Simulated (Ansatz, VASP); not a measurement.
## Sb in VASP and in Ansatz

INCAR

```
PREC = Accurate
ENCUT = 520
EDIFF = 1E-6
ISMEAR = -1
SIGMA = 0.05
LREAL = False
LASPH = True
NELM = 100
ALGO = Normal
ISIF = 2
LWAVE = False
LCHARG = True
GGA = PS
LELF = True
LVHAR = True
NBANDS = 8
```

KPOINTS

```
regular mesh
0
Gamma
  19 19 19
```

The input POSCAR:

```
Sb
1.0
   -1.4850750000      1.5098750000      2.4800000000
    1.5098750000     -1.4850750000      2.4800000000
    1.5001250000      1.5001250000     -2.4649500000
Sb
1
Direct
    0.0000000000      0.0000000000      0.0000000000
```

Input for Ansatz:

```yaml
crystal:
  lattice:
    - [-1.485075, 1.509875, 2.48]
    - [1.509875, -1.485075, 2.48]
    - [1.500125, 1.500125, -2.46495]
  atoms:
    - { symbol: Sb, position: [0.0, 0.0, 0.0] }
kpoints:
  mp_grid: { grid: [19, 19, 19] }
  band_path:
    path:
      - [0.0, 0.0, 0.0]
      - [0.5, 0.5, -0.5]
      - [0.812759463, 0.187240537, -0.5]
      - [0.187240537, -0.187240537, -0.5]
      - [0.0, 0.0, -0.5]
      - [0.0, 0.0, 0.0]
      - [0.5, -0.5, 0.0]
      - [0.5, 0.0, -0.5]
      - [0.0, 0.0, 0.0]
    npoints: 5
scf:
  occupations: { method: fermi_dirac, width: 0.05 }
hamiltonian:
  xc: pbesol
  pseudopotentials: { kind: all_electron, lapw: { basis_error: 0.00025 } }
output:
  forces: true
  stress: true
  eigenvalues: true
```

Change from the starting cell: equal xy, yz and zx shear strains of +1 %.

Alike in both runs: task single point; functional PBEsol; k mesh 19 × 19 × 19; occupations fermi-dirac, width 0.05 eV; no spin polarisation.

|  | VASP | Ansatz |
| --- | --- | --- |
| version | VASP 6.6.1 | Ansatz 0.2.0 |
| potentials or method | VASP PAW PBE potentials, release 64 (Sb), cutoff 520 eV | all-electron LAPW, scalar-relativistic |

|  | VASP | Ansatz | Ansatz less VASP |
| --- | --- | --- | --- |
| pressure (GPa) | 15.4 | 15.2 | -0.20 |
| traceless stress, the component that is largest in VASP (GPa) | -1.30 | -1.19 | +0.110 |

VASP's potentials were made for PBE, not for PBEsol. Ansatz ran all-electron here, and VASP with PAW potentials.

Neither program's run includes spin-orbit coupling.
